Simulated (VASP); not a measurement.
# Bi (Im-3m) in VASP: a series of runs

The runs below take Bi through single point, with PBE, revPBE.

Program: VASP 6.6.1. These are calculated values, not measurements. Logs are shortened: lines on timing, memory, paths and dates and some standing lists are left out, and cuts for length are marked.

## Step 1: The cell of the first run

It takes space group Im-3m (No. 229, cubic). Conventional cell: a = 3.963 Å, b = 3.963 Å, c = 3.963 Å, α = 90.00°, β = 90.00°, γ = 90.00°. Within 4.5 Å of Bi (site symmetry m-3m) lie 14 Bi at 3.43 to 3.96 Å.

## Step 2: Single point, PBE

INCAR

```
  PREC = Accurate
  ENCUT = 520
  EDIFF = 1E-6
  ISMEAR = 0
  SIGMA = 0.1
  LREAL = False
  LASPH = True
  NELM = 80
  ALGO = Fast
  ISIF = 2
  LWAVE = False
  LCHARG = False
  GGA = PE
  NBANDS = 14
```

KPOINTS

```
Automatic mesh
0
Gamma
  9 9 9
```

POSCAR

```
Bi
1.0
   -1.9814305318      1.9814305318      1.9814305318
    1.9814305318     -1.9814305318      1.9814305318
    1.9814305318      1.9814305318     -1.9814305318
Bi
1
Direct
    0.0000000000      0.0000000000      0.0000000000
```

Potentials or basis: VASP PAW PBE potentials, release 64 (Bi_d).

Command:

```bash
$ cat potpaw_PBE.64/Bi_d/POTCAR > POTCAR
$ mpirun -np 1 vasp_std > vasp.out
```

OUTCAR:

```text
PREC = Accurate
   ENCUT = 520
   EDIFF = 1E-6
   ISMEAR = 0
   LREAL = False
   LASPH = True
   NELM = 80
   ISIF = 2
   GGA = PE

 ion  position               nearest neighbor table
   1  0.000  0.000  0.000-

  LATTYP: Found a body centered cubic cell.
 ALAT       =     3.9628610636

  Lattice vectors:

 A1 = (  -1.9814305318,   1.9814305318,   1.9814305318)
 A2 = (   1.9814305318,  -1.9814305318,   1.9814305318)
 A3 = (   1.9814305318,   1.9814305318,  -1.9814305318)

Analysis of symmetry for initial positions (statically):
=====================================================================
 Subroutine PRICEL returns:
 Original cell was already a primitive cell.

 Routine SETGRP: Setting up the symmetry group for a
 body centered cubic supercell.

 Subroutine GETGRP returns: Found 48 space group operations
[... 9 lines left out ...]

 Routine SETGRP: Setting up the symmetry group for a
 body centered cubic supercell.

 Subroutine GETGRP returns: Found 48 space group operations
[... 11 lines left out ...]
                                     Primitive cell

  volume of cell :      31.1169

  direct lattice vectors                    reciprocal lattice vectors
    -1.981430532  1.981430532  1.981430532     0.000000000  0.252342937  0.252342937
     1.981430532 -1.981430532  1.981430532     0.252342937  0.000000000  0.252342937
     1.981430532  1.981430532 -1.981430532     0.252342937  0.252342937  0.000000000

  length of vectors
     3.431938353  3.431938353  3.431938353     0.356866804  0.356866804  0.356866804

  position of ions in fractional coordinates (direct lattice)
     0.000000000  0.000000000  0.000000000

  ion indices of the primitive-cell ions
   primitive index   ion index
                 1           1

----------------------------------------------------------------------------------------

 KPOINTS: Automatic mesh

Automatic generation of k-mesh.
 Grid dimensions read from file:
 generate k-points for:    9    9    9

 Generating k-lattice:

  Cartesian coordinates                     Fractional coordinates (reciprocal lattice)
     0.000000000  0.028038104  0.028038104     0.111111111  0.000000000  0.000000000
     0.028038104  0.000000000  0.028038104     0.000000000  0.111111111  0.000000000
     0.028038104  0.028038104  0.000000000     0.000000000  0.000000000  0.111111111

  Length of vectors
     0.039651867  0.039651867  0.039651867

  Shift w.r.t. Gamma in fractional coordinates (k-lattice)
     0.000000000  0.000000000  0.000000000

 Subroutine IBZKPT returns following result:
 ===========================================

 Found     35 irreducible k-points:

 Following reciprocal coordinates:
            Coordinates               Weight
  0.000000  0.000000  0.000000      1.000000
  0.111111  0.000000  0.000000     12.000000
  0.222222  0.000000  0.000000     12.000000
  0.333333  0.000000  0.000000     12.000000
  0.444444  0.000000  0.000000     12.000000
  0.111111  0.111111  0.000000     24.000000
[... 16 lines left out ...]
 -0.333333  0.444444  0.111111     48.000000
 -0.444444 -0.444444  0.111111     24.000000
 [... further k-points ...]
   k-points           NKPTS =     35   k-points in BZ     NKDIM =     35   number of bands    NBANDS=     14
   number of dos      NEDOS =    301   number of ions     NIONS =      1
   total plane-waves  NPLWV =  21952
   dimension x,y,z NGX =    28 NGY =   28 NGZ =   28
   dimension x,y,z NGXF=    56 NGYF=   56 NGZF=   56
   ions per type =               1
   NGX,Y,Z   is equivalent  to a cutoff of  13.56, 13.56, 13.56 a.u.
   NGXF,Y,Z  is equivalent  to a cutoff of  27.13, 27.13, 27.13 a.u.
 SYSTEM =  unknown system
   PREC   = accura    normal or accurate (medium, high low for compatibility)
   ISTART =      0    job   : 0-new  1-cont  2-samecut
   ICHARG =      2    charge: 1-file 2-atom 10-const
   ISPIN  =      1    spin polarized calculation?
   LNONCOLLINEAR =      F non collinear calculations
   LSORBIT =      F    spin-orbit coupling
   LASPH  =      T    aspherical Exc in radial PAW
   ENCUT  =  520.0 eV  38.22 Ry    6.18 a.u.   6.38  6.38  6.38*2*pi/ulx,y,z
   NELM   =     80;   NELMIN=  2; NELMDL= -5     # of ELM steps
   EDIFF  = 0.1E-05   stopping-criterion for ELM
   LREAL  =      F    real-space projection
   EDIFFG = 0.1E-04   stopping-criterion for IOM
   NSW    =      0    number of steps for IOM
   IBRION =     -1    ionic relax: 0-MD 1-quasi-New 2-CG
[... 8 lines left out ...]
   EMIN   =  10.00;   EMAX   =-10.00  energy-range for DOS
   EFERMI =   0.00;   METHOD = LEGACY
   ISMEAR =     0;   SIGMA  =   0.10  broadening in eV -4-tet -1-fermi 0-gaus
   EFERMI_NEDOS =   21; number of points for ismear=-14 and -15
   IALGO  =     68    algorithm
   IMIX   =      4    mixing-type and parameters
     AMIX     =   0.40;   BMIX     =  1.00
     AMIX_MAG =   1.60;   BMIX_MAG =  1.00
  volume/ion in A,a.u.               =      31.12       209.99
  Fermi-wavevector in a.u.,A,eV,Ry     =   1.283630  2.425708 22.418388  1.647705
  Thomas-Fermi vector in A             =   2.415871
   LORBIT       =      0    0 simple, 1 ext, 2 COOP (PROOUT), +10 PAW based schemes
   GGA     = PE    functional components
   LHFCALC =     F    Hartree Fock is set to
   AEXX    =    0.0000 exact exchange contribution
   IVDW    =     0    specifies the selected vdW correction
   LEPSILON=     F    determine dielectric tensor
   LRPA    =     F    only Hartree local field effects (RPA)
 non-spin polarized calculation
 RMM-DIIS sequential band-by-band and
 Gauss-broadening in eV      SIGMA  =   0.10
  energy-cutoff  :      520.00
  volume of cell :       31.12
 maximum number of plane-waves:       887
 NGX is ok and might be reduce to    28
   NGX = 13   NGY = 13   NGZ = 13

 number of electron      14.9999994 magnetization

 Free energy of the ion-electron system (eV)
  ---------------------------------------------------
  ext. energy  EPLUGINS =         0.00000000
  ---------------------------------------------------
  free energy    TOTEN  =        -3.76910886 eV

  energy without entropy =       -3.76625731  energy(sigma->0) =       -3.76768309

 E-fermi :   7.9393     XC(G=0): -10.2914

 val. band max:        7.9101094386   @ k =   0.2222   0.0000   0.0000
 cond. band min:       7.9408200690   @ k =  -0.2222   0.2222   0.1111
 fundamental gap:      0.0307106304
 Fermi energy:         7.9393158766

 k-point     1 :       0.0000    0.0000    0.0000
  band No.  band energies     occupation
      1     -15.1153      2.00000
      2     -15.1153      2.00000
      3     -15.1153      2.00000
      4     -14.9873      2.00000
      5     -14.9873      2.00000
      6      -5.5996      2.00000
      7      13.0411      0.00000
      8      13.0411      0.00000
      9      13.0411      0.00000
     10      17.0518      0.00000
     11      18.3960      0.00000
     12      18.3960      0.00000
     13      18.3960      0.00000
     14      19.5994      0.00000

 k-point     2 :       0.1111    0.0000    0.0000
  band No.  band energies     occupation
      1     -15.1199      2.00000
      2     -15.1074      2.00000
      3     -15.0911      2.00000
      4     -14.9926      2.00000
      5     -14.9882      2.00000
      6      -5.3751      2.00000
      7      11.0300      0.00000
      8      12.3995      0.00000
      9      12.8395      0.00000
     10      16.7261      0.00000
     11      17.4814      0.00000
     12      18.1413      0.00000
     13      18.6133      0.00000
     14      20.5297      0.00000

 k-point     3 :       0.2222    0.0000    0.0000
  band No.  band energies     occupation
      1     -15.1316      2.00000
      2     -15.0916      2.00000
      3     -15.0292      2.00000
      4     -15.0026      2.00000
      5     -14.9905      2.00000
      6      -4.7178      2.00000
      7       7.9101      1.32042
      8      11.1849      0.00000
      9      12.3208      0.00000
     10      15.2794      0.00000
     11      16.5043      0.00000
     12      18.3026      0.00000
     13      19.8216      0.00000
     14      22.6137      0.00000

 k-point     4 :       0.3333    0.0000    0.0000
  band No.  band energies     occupation
      1     -15.1449      2.00000
      2     -15.0860      2.00000
      3     -15.0028      2.00000
      4     -14.9930      2.00000
      5     -14.9576      2.00000
      6      -3.7157      2.00000
      7       5.0819      2.00000
      8      10.1437      0.00000
      9      11.7620      0.00000
     10      14.3735      0.00000
     11      15.8490      0.00000
     12      19.1265      0.00000
     13      20.6299      0.00000
     14      24.9093      0.00000

 k-point     5 :       0.4444    0.0000    0.0000
  band No.  band energies     occupation
      1     -15.1536      2.00000
      2     -15.0907      2.00000
      3     -14.9953      2.00000
      4     -14.9946      2.00000
      5     -14.9103      2.00000
      6      -2.7312      2.00000
      7       3.1491      2.00000
      8       9.5701      0.00000
      9      11.4237      0.00000
     10      13.9414      0.00000
     11      15.5239      0.00000
     12      20.1177      0.00000
     13      21.3970      0.00000
     14      24.6444      0.00000

 k-point     6 :       0.1111    0.1111    0.0000
  band No.  band energies     occupation
      1     -15.1202      2.00000
      2     -15.1035      2.00000
      3     -15.0474      2.00000
      4     -15.0007      2.00000
      5     -14.9898      2.00000
      6      -4.9336      2.00000
      7       8.9412      0.00000
      8      11.2138      0.00000
      9      12.1498      0.00000
     10      16.4800      0.00000
     11      16.7045      0.00000
     12      18.4290      0.00000
     13      19.3519      0.00000
     14      20.9348      0.00000

 k-point     7 :       0.2222    0.1111    0.0000
  band No.  band energies     occupation
      1     -15.1298      2.00000
      2     -15.0876      2.00000
      3     -15.0077      2.00000
      4     -14.9949      2.00000
      5     -14.9845      2.00000
      6      -4.0965      2.00000
      7       6.3663      2.00000
      8       9.6671      0.00000
      9      11.4565      0.00000
     10      15.5796      0.00000
     11      17.0128      0.00000
     12      18.2293      0.00000
     13      21.1836      0.00000
     14      21.9533      0.00000
[... 205 lines left out ...]
 k-point    20 :      -0.3333    0.3333    0.1111
  band No.  band energies     occupation
      1     -15.1192      2.00000
      2     -15.0747      2.00000
      3     -15.0159      2.00000
      4     -14.9994      2.00000
      5     -14.9604      2.00000
      6      -3.5120      2.00000
      7       5.2619      2.00000
      8       9.4975      0.00000
      9      10.6075      0.00000
     10      15.3222      0.00000
     11      16.8422      0.00000
     12      17.0068      0.00000
     13      21.6268      0.00000
     14      23.6964      0.00000

 k-point    21 :      -0.2222    0.3333    0.1111
  band No.  band energies     occupation
      1     -15.0982      2.00000
      2     -15.0637      2.00000
      3     -15.0250      2.00000
      4     -15.0061      2.00000
      5     -14.9827      2.00000
      6      -3.6859      2.00000
      7       6.2864      2.00000
      8       8.6648      0.00000
      9      10.7558      0.00000
     10      14.8777      0.00000
     11      16.4649      0.00000
     12      19.5107      0.00000
     13      20.7122      0.00000
     14      21.6673      0.00000

 k-point    22 :      -0.4444    0.4444    0.1111
  band No.  band energies     occupation
      1     -15.1273      2.00000
      2     -15.0823      2.00000
      3     -15.0104      2.00000
      4     -14.9988      2.00000
      5     -14.9126      2.00000
      6      -2.5496      2.00000
      7       3.3925      2.00000
      8       8.9392      0.00000
      9      10.3079      0.00000
     10      15.2618      0.00000
     11      16.5049      0.00000
     12      17.7992      0.00000
     13      19.7897      0.00000
     14      26.0649      0.00000

 k-point    23 :      -0.3333    0.4444    0.1111
  band No.  band energies     occupation
      1     -15.1022      2.00000
      2     -15.0672      2.00000
      3     -15.0215      2.00000
      4     -15.0029      2.00000
      5     -14.9361      2.00000
      6      -2.6846      2.00000
      7       4.4542      2.00000
      8       7.4444      2.00000
      9      10.6316      0.00000
     10      15.1903      0.00000
     11      16.1412      0.00000
     12      19.2692      0.00000
     13      19.5550      0.00000
     14      23.2110      0.00000

 k-point    24 :      -0.4444   -0.4444    0.1111
  band No.  band energies     occupation
      1     -15.1047      2.00000
      2     -15.0709      2.00000
      3     -15.0279      2.00000
      4     -14.9913      2.00000
      5     -14.9169      2.00000
      6      -2.1289      2.00000
      7       3.5506      2.00000
      8       7.0743      2.00000
      9      10.5584      0.00000
     10      15.3114      0.00000
     11      16.7700      0.00000
     12      17.8311      0.00000
     13      19.3043      0.00000
     14      25.6238      0.00000

 [... further k-points ...]
[... 5 lines left out ...]
  --------------------------------------------------------------------------------------
  -------------------------------------------------------------------------------------
  Total        0.1561888      0.1561888      0.1561888      0.0000000      0.0000000      0.0000000
  in kB        8.0419967      8.0419967      8.0419967      0.0000000      0.0000000      0.0000000
  external PRESSURE =       8.0419967 kB  Pullay stress =       0.0000000 kB

 VOLUME and BASIS-vectors are now :
 -----------------------------------------------------------------------------
  energy-cutoff  :      520.00
  volume of cell :       31.12
      direct lattice vectors                 reciprocal lattice vectors
    -1.981430532  1.981430532  1.981430532     0.000000000  0.252342937  0.252342937
     1.981430532 -1.981430532  1.981430532     0.252342937  0.000000000  0.252342937
     1.981430532  1.981430532 -1.981430532     0.252342937  0.252342937  0.000000000

 POSITION                                       TOTAL-FORCE (eV/Angst)
 -----------------------------------------------------------------------------------
      0.00000      0.00000      0.00000        -0.000000      0.000000      0.000000
 -----------------------------------------------------------------------------------
    total drift:                               -0.000000     -0.000000     -0.000000

  FREE ENERGIE OF THE ION-ELECTRON SYSTEM (eV)
  ---------------------------------------------------
  free  energy   TOTEN  =        -3.7691088637 eV

  energy  without entropy=       -3.7662573104  energy(sigma->0) =       -3.76768309
```

Run time: 27 s. Hardware: 1 thread of Intel Xeon 8259CL, shared host; peak memory 0.16 GiB.

Results:

| Property | Result |
| --- | --- |
| Free energy | -3.7691 eV |
| Pressure | 0.8 GPa |

Levels at points of the mesh, in eV from the Fermi level:
```csv
k point,band 3,band 4,band 5,band 6,band 7,band 8,band 9,band 10,band 11,band 12
"(0.00, 0.00, 0.00)",-23.05,-22.93,-22.93,-13.54,5.10,5.10,5.10,9.11,10.46,10.46
```

Caveat: spin-orbit coupling is left out, which moves the levels of the heavy elements.

(Part 1 of 2 ends here.)
